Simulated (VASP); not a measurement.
Here is a VASP 6.6.1 calculation.

Contents of POSCAR:

```
AlN
1.0
    3.1739474251      0.0000000000      0.0000000000
   -1.5869737126      2.7487190993      0.0000000000
    0.0000000000      0.0000000000      4.0128745022
Al N
2 2
Direct
    0.3333333333      0.6666666667      0.7500000000
    0.6666666667      0.3333333333      0.2500000000
    0.3333333333      0.6666666667      0.2500000000
    0.6666666667      0.3333333333      0.7500000000
```

The input INCAR.step1:

```
PREC = Accurate
ENCUT = 520
ISMEAR = 0
SIGMA = 0.01
LREAL = F
LASPH = T
NELM = 80
NBANDS = 16
GGA = PE
ALGO = Normal
EDIFF = 1E-4
LWAVE = T
LCHARG = F
```

INCAR.step2

```
PREC = Accurate
ENCUT = 520
EDIFF = 1E-6
ISMEAR = 0
SIGMA = 0.01
LREAL = F
LASPH = T
NELM = 80
ALGO = Normal
ISIF = 2
LWAVE = F
LCHARG = T
METAGGA = R2SCAN
LMIXTAU = T
LELF = T
LVHAR = T
NBANDS = 16
ISTART = 1
```

The input KPOINTS:

```
Automatic mesh
0
Gamma
  6 6 4
```

Potentials or basis: VASP PAW PBE potentials, release 64 (Al, N).

Launch:

```console
$ cat potpaw_PBE.64/Al/POTCAR potpaw_PBE.64/N/POTCAR > POTCAR
$ cp INCAR.step1 INCAR
$ mpirun -np 1 vasp_std > vasp.out
$ cp INCAR.step2 INCAR
$ mpirun -np 1 vasp_std > vasp.out
```

Problem. Estimate the pressure.

Solution. 28.5 GPa.

Problem. What does it give for the band gap on the k mesh?

Solution. 4.86 eV, direct.

Stress tensor (GPa, compression positive):
```
31.01  0.00  0.00
 0.00 31.01  0.00
 0.00  0.00 23.37
```

Caveat: the PAW data sets were made with another functional, which shifts forces and pressure a little. A k mesh can miss the band edges.
